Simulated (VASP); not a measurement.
# FeS2 (Pnnm) in VASP: further runs, part 2 of 2

VASP 6.6.1. The steps go on from the part before.

## (3) Single point, PBE (13.29 Å³/atom)

This run uses another cell than the first one, of 13.29 Å³/atom.

Input file INCAR:

```
SYSTEM = FeS2
PREC = Accurate
ENCUT = 600
EDIFF = 1E-6
ISMEAR = 0
SIGMA = 0.05
LREAL = .FALSE.
LASPH = .TRUE.
NELM = 120
ALGO = Normal
ISIF = 2
LWAVE = .FALSE.
LCHARG = .FALSE.
GGA = PE
NBANDS = 29
GGA_COMPAT = .FALSE.
```

Input file KPOINTS:

```
Automatic mesh
0
G
  6 4 8
  0 0 0
```

Input file POSCAR:

```
FeS2
1.0
    4.4061334848      0.0000000000      0.0000000000
    0.0000000000      5.3753104809      0.0000000000
    0.0000000000      0.0000000000      3.3677391044
Fe S
2 4
Direct
    0.0000000000      0.0000000000      0.0000000000
    0.5000000000      0.5000000000      0.5000000000
    0.2057732725      0.3751720116      0.0000000000
    0.2942267275      0.8751720116      0.5000000000
    0.7942267275      0.6248279884      0.0000000000
    0.7057732725      0.1248279884      0.5000000000
```

Potentials or basis: VASP PAW PBE potentials, release 64 (Fe, S).

Started as:

```bash
cat potpaw_PBE.64/Fe/POTCAR potpaw_PBE.64/S/POTCAR > POTCAR
mpirun -np 1 vasp_std > vasp.out
```

OUTCAR:

```text
SYSTEM = FeS2
   PREC = Accurate
   ENCUT = 600
   EDIFF = 1E-6
   ISMEAR = 0
   LREAL = .FALSE.
   LASPH = .TRUE.
   NELM = 120
   ISIF = 2
   GGA = PE

 ion  position               nearest neighbor table
   1  0.000  0.000  0.000-   3 2.21   5 2.21   4 2.23   6 2.23   4 2.23   6 2.23
   2  0.500  0.500  0.500-   4 2.21   6 2.21   5 2.23   3 2.23   3 2.23   5 2.23
   3  0.206  0.375  0.000-   1 2.21   2 2.23   2 2.23   5 2.26
   4  0.294  0.875  0.500-   2 2.21   1 2.23   1 2.23   6 2.26
   5  0.794  0.625  0.000-   1 2.21   2 2.23   2 2.23   3 2.26
   6  0.706  0.125  0.500-   2 2.21   1 2.23   1 2.23   4 2.26

  LATTYP: Found a simple orthorhombic cell.
 ALAT       =     3.3677391044
 B/A-ratio  =     1.3083357553
 C/A-ratio  =     1.5961184386

  Lattice vectors:

 A1 = (   0.0000000000,   0.0000000000,   3.3677391044)
 A2 = (   4.4061334848,   0.0000000000,   0.0000000000)
 A3 = (   0.0000000000,   5.3753104809,   0.0000000000)

Analysis of symmetry for initial positions (statically):
=====================================================================
 Subroutine PRICEL returns:
 Original cell was already a primitive cell.

 Routine SETGRP: Setting up the symmetry group for a
 simple orthorhombic supercell.

 Subroutine GETGRP returns: Found  8 space group operations
 (whereof  4 operations were pure point group operations)
 out of a pool of  8 trial point group operations.

The static configuration has the point symmetry C_2h.
 The point group associated with its full space group is D_2h.

Analysis of symmetry for dynamics (positions and initial velocities):
=====================================================================
 Subroutine PRICEL returns:
 Original cell was already a primitive cell.

 Routine SETGRP: Setting up the symmetry group for a
 simple orthorhombic supercell.

 Subroutine GETGRP returns: Found  8 space group operations
 (whereof  4 operations were pure point group operations)
 out of a pool of  8 trial point group operations.

The dynamic configuration has the point symmetry C_2h.
[... 131 lines left out ...]
  Thomas-Fermi vector in A             =   2.431838
   LORBIT       =      0    0 simple, 1 ext, 2 COOP (PROOUT), +10 PAW based schemes
   GGA     = PE    functional components
   LHFCALC =     F    Hartree Fock is set to
   AEXX    =    0.0000 exact exchange contribution
   IVDW    =     0    specifies the selected vdW correction
   LEPSILON=     F    determine dielectric tensor
   LRPA    =     F    only Hartree local field effects (RPA)
 non-spin polarized calculation
 Gauss-broadening in eV      SIGMA  =   0.05
  energy-cutoff  :      600.00
  volume of cell :       79.76
 maximum number of plane-waves:      2694
 NGX is ok and might be reduce to    36
   NGX = 17   NGY = 21   NGZ = 13

 number of electron      39.9999990 magnetization

 Free energy of the ion-electron system (eV)
  ---------------------------------------------------
  ext. energy  EPLUGINS =         0.00000000
  ---------------------------------------------------
  free energy    TOTEN  =       -36.08835729 eV

  energy without entropy =      -36.08835729  energy(sigma->0) =      -36.08835729

 E-fermi :   8.2229     XC(G=0): -11.8207

 val. band max:        7.9750119912   @ k =   0.1667   0.0000   0.2500
 cond. band min:       8.9079329475   @ k =   0.0000   0.5000   0.5000
 fundamental gap:      0.9329209563
 Fermi energy:         8.2229046690

 k-point     1 :       0.0000    0.0000    0.0000
  band No.  band energies     occupation
      1      -8.8598      2.00000
      2      -6.3955      2.00000
      3      -4.5875      2.00000
      4      -3.8075      2.00000
      5       0.2591      2.00000
      6       1.8088      2.00000
[... 757 lines left out ...]
     28      14.3883      0.00000
     29      15.8231      0.00000

 [... further k-points ...]

------------------------ aborting loop because EDIFF is reached ----------------------------------------

  FORCE on cell =-STRESS in cart. coord.  units (eV):
  Direction    XX          YY          ZZ          XY          YZ          ZX
  --------------------------------------------------------------------------------------
  -------------------------------------------------------------------------------------
  Total        1.5760563      1.6726373      1.7026023      0.0000000      0.0000000      0.0000000
  in kB       31.6579418     33.5979453     34.1998456      0.0000000      0.0000000      0.0000000
  external PRESSURE =      33.1519109 kB  Pullay stress =       0.0000000 kB

 VOLUME and BASIS-vectors are now :
 -----------------------------------------------------------------------------
  energy-cutoff  :      600.00
  volume of cell :       79.76
      direct lattice vectors                 reciprocal lattice vectors
     4.406133485  0.000000000  0.000000000     0.226956356  0.000000000  0.000000000
     0.000000000  5.375310481  0.000000000     0.000000000  0.186035765  0.000000000
     0.000000000  0.000000000  3.367739104     0.000000000  0.000000000  0.296935116

 POSITION                                       TOTAL-FORCE (eV/Angst)
 -----------------------------------------------------------------------------------
      0.00000      0.00000      0.00000         0.000000     -0.000000      0.000000
      2.20307      2.68766      1.68387         0.000000     -0.000000      0.000000
      0.90666      2.01667      0.00000        -0.060250      0.039183      0.000000
      1.29640      4.70432      1.68387         0.060250      0.039183     -0.000000
      3.49947      3.35864      0.00000         0.060250     -0.039183     -0.000000
      3.10973      0.67099      1.68387        -0.060250     -0.039183      0.000000
 -----------------------------------------------------------------------------------
    total drift:                                0.000000      0.000000      0.000000

  FREE ENERGIE OF THE ION-ELECTRON SYSTEM (eV)
  ---------------------------------------------------
  free  energy   TOTEN  =       -36.0883572892 eV

  energy  without entropy=      -36.0883572892  energy(sigma->0) =      -36.08835729
```

OSZICAR:

```text
N       E                     dE             d eps       ncg     rms          rms(c)
DAV:   1     0.362296461015E+03    0.36230E+03   -0.19509E+04  3488   0.161E+03
DAV:   2     0.490458544939E+01   -0.35739E+03   -0.34060E+03  3505   0.363E+02
DAV:   3    -0.370166503223E+02   -0.41921E+02   -0.39487E+02  4409   0.133E+02
DAV:   4    -0.393139225619E+02   -0.22973E+01   -0.22732E+01  4441   0.315E+01
DAV:   5    -0.393950685706E+02   -0.81146E-01   -0.81108E-01  4693   0.571E+00    0.277E+01
DAV:   6    -0.489818332658E+02   -0.95868E+01   -0.60039E+01  4918   0.120E+02    0.359E+01
DAV:   7    -0.357439073318E+02    0.13238E+02   -0.36383E+01  4259   0.122E+02    0.925E+00
DAV:   8    -0.362264691121E+02   -0.48256E+00   -0.62998E+00  3995   0.110E+01    0.504E+00
DAV:   9    -0.360904690558E+02    0.13600E+00   -0.36394E-01  5001   0.796E+00    0.143E+00
DAV:  10    -0.360882641354E+02    0.22049E-02   -0.59226E-02  5422   0.154E+00    0.441E-01
DAV:  11    -0.360886186580E+02   -0.35452E-03   -0.23301E-03  4762   0.489E-01    0.221E-01
DAV:  12    -0.360883928791E+02    0.22578E-03   -0.28097E-04  5492   0.198E-01    0.115E-01
DAV:  13    -0.360883520095E+02    0.40870E-04   -0.16644E-04  5408   0.866E-02    0.392E-02
DAV:  14    -0.360883574098E+02   -0.54003E-05   -0.86198E-06  4286   0.232E-02    0.121E-02
DAV:  15    -0.360883572892E+02    0.12054E-06   -0.98459E-07  2601   0.128E-02
   1 F= -.36088357E+02 E0= -.36088357E+02  d E =-.144813E-13
```

Run time: 70 s. Hardware: 1 thread of Intel Xeon 6975P-C (Granite Rapids), shared host; peak memory 0.29 GiB.

Results:

```yaml
Free_energy: -36.0884 eV
Pressure: 3.3 GPa
Largest_force: 0.072 eV/Å
Band_gap_on_the_k_mesh: 0.93 eV (least direct gap 1.26 eV)
```

Forces in eV/Å, atoms in the order of the input:
```
Fe   0.000  0.000  0.000
Fe   0.000  0.000  0.000
S   -0.060  0.039  0.000
S    0.060  0.039  0.000
S    0.060 -0.039  0.000
S   -0.060 -0.039  0.000
```

Stress tensor (GPa, compression positive):
```
3.17 0.00 0.00
0.00 3.36 0.00
0.00 0.00 3.42
```

Levels at points of the mesh, in eV from the valence-band top:
```csv
k point,band 17,band 18,band 19,band 20,band 21,band 22,band 23,band 24
"(0.00, 0.00, 0.00)",-0.95,-0.78,-0.76,-0.45,1.16,1.48,2.78,3.19
"(0.50, 0.00, 0.00)",-0.67,-0.67,-0.10,-0.10,1.92,1.92,1.93,1.93
"(0.00, 0.50, 0.00)",-0.82,-0.82,-0.32,-0.32,1.15,1.15,2.54,2.54
"(0.50, 0.50, 0.00)",-1.14,-1.14,-0.93,-0.93,1.47,1.47,2.10,2.10
"(0.00, 0.00, 0.50)",-0.90,-0.90,-0.43,-0.43,1.58,1.58,1.78,1.78
"(0.50, 0.00, 0.50)",-0.76,-0.76,-0.35,-0.35,1.57,1.57,1.94,1.94
"(0.00, 0.50, 0.50)",-1.46,-1.46,-0.39,-0.39,0.93,0.93,2.33,2.33
"(0.50, 0.50, 0.50)",-0.60,-0.60,-0.37,-0.37,1.64,1.64,2.17,2.17
```

Caveat: the cell stands under pressure. Spin polarisation is off, so any magnetic state and its effect on volume and gap are missing.

## (4) Single point, PBE (13.84 Å³/atom)

This run uses another cell than the first one, of 13.84 Å³/atom.

Input file INCAR:

```
SYSTEM = FeS2
PREC     = Accurate       ! precision mode
ENCUT    = 600            ! plane-wave cutoff, eV
EDIFF    = 1E-6           ! SCF threshold, eV
ISMEAR   = 0              ! smearing method
SIGMA    = 0.05           ! smearing width, eV
LREAL    = .False.        ! projectors in reciprocal space
LASPH    = .True.         ! aspherical terms in the spheres
NELM     = 120            ! most SCF steps
ALGO     = Normal         ! electronic algorithm
ISIF     = 2              ! what is computed and relaxed
LWAVE    = .False.        ! write WAVECAR
LCHARG   = .False.        ! write CHGCAR
GGA      = PE             ! functional
NBANDS   = 29             ! bands
GGA_COMPAT= .False.
```

Input file KPOINTS:

```
regular mesh
0
Gamma
  6 4 8
  0 0 0
```

Input file POSCAR:

```
FeS2
1.0
    4.4713136113      0.0000000000      0.0000000000
    0.0000000000      5.4432127663      0.0000000000
    0.0000000000      0.0000000000      3.4110123989
Fe S
2 4
Direct
    0.0000000000      0.0000000000      0.0000000000
    0.5000000000      0.5000000000      0.5000000000
    0.2067598226      0.3751513438      0.0000000000
    0.2932401774      0.8751513438      0.5000000000
    0.7932401774      0.6248486562      0.0000000000
    0.7067598226      0.1248486562      0.5000000000
```

Started as:

```bash
cat potpaw_PBE.64/Fe/POTCAR potpaw_PBE.64/S/POTCAR > POTCAR
mpirun -np 1 vasp_std > vasp.out
```

Run time: 75 s. Hardware: 1 thread of Intel Xeon 6975P-C (Granite Rapids), shared host; peak memory 0.29 GiB.

Results (log left out):

```yaml
Free_energy: -36.0917 eV
Pressure: -2.7 GPa
Largest_force: 0.058 eV/Å
Band_gap_on_the_k_mesh: 0.82 eV (least direct gap 1.13 eV)
```

Forces on the atoms (eV/Å):
```
Fe   0.000  0.000  0.000
Fe   0.000  0.000  0.000
S   -0.049  0.030  0.000
S    0.049  0.030  0.000
S    0.049 -0.030  0.000
S   -0.049 -0.030  0.000
```

Stress tensor (GPa, compression positive):
```
-2.84  0.00  0.00
 0.00 -2.70  0.00
 0.00  0.00 -2.59
```

Levels at points of the mesh, in eV from the valence-band top:
| k point | band 17 | band 18 | band 19 | band 20 | band 21 | band 22 | band 23 | band 24 |
| --- | --- | --- | --- | --- | --- | --- | --- | --- |
| (0.00, 0.00, 0.00) | -0.87 | -0.72 | -0.70 | -0.40 | 1.09 | 1.35 | 2.58 | 3.03 |
| (0.50, 0.00, 0.00) | -0.61 | -0.61 | -0.11 | -0.11 | 1.79 | 1.79 | 1.87 | 1.87 |
| (0.00, 0.50, 0.00) | -0.75 | -0.75 | -0.30 | -0.30 | 1.07 | 1.07 | 2.40 | 2.40 |
| (0.50, 0.50, 0.00) | -1.04 | -1.04 | -0.85 | -0.85 | 1.34 | 1.34 | 2.03 | 2.03 |
| (0.00, 0.00, 0.50) | -0.81 | -0.81 | -0.39 | -0.39 | 1.44 | 1.44 | 1.68 | 1.68 |
| (0.50, 0.00, 0.50) | -0.70 | -0.70 | -0.32 | -0.32 | 1.46 | 1.46 | 1.76 | 1.76 |
| (0.00, 0.50, 0.50) | -1.33 | -1.33 | -0.36 | -0.36 | 0.82 | 0.82 | 2.27 | 2.27 |
| (0.50, 0.50, 0.50) | -0.53 | -0.53 | -0.34 | -0.34 | 1.51 | 1.51 | 2.03 | 2.03 |

## (5) Overview

| cell | gap on the mesh (eV) | pressure (GPa) | largest force (eV/Å) |
| --- | --- | --- | --- |
| a = 4.373, b = 5.341, c = 3.345 Å, 6 atoms, atomic positions A | 0.99 | 6.9 | 0.07 |
| a = 4.406, b = 5.375, c = 3.368 Å, 6 atoms, atomic positions B | 0.93 | 3.3 | 0.07 |
| a = 4.471, b = 5.443, c = 3.411 Å, 6 atoms, atomic positions C | 0.82 | -2.7 | 0.06 |

Alike in all rows: task single point; level PBE; potentials or basis VASP PAW PBE potentials, release 64 (Fe, S); no spin polarisation; k mesh 6 × 4 × 8; cutoff (eV) 600; smearing gaussian 0.05 eV.

Caveats: the cell stands under pressure (at least some runs).

Absolute energies hang on the potentials; compare differences alone.
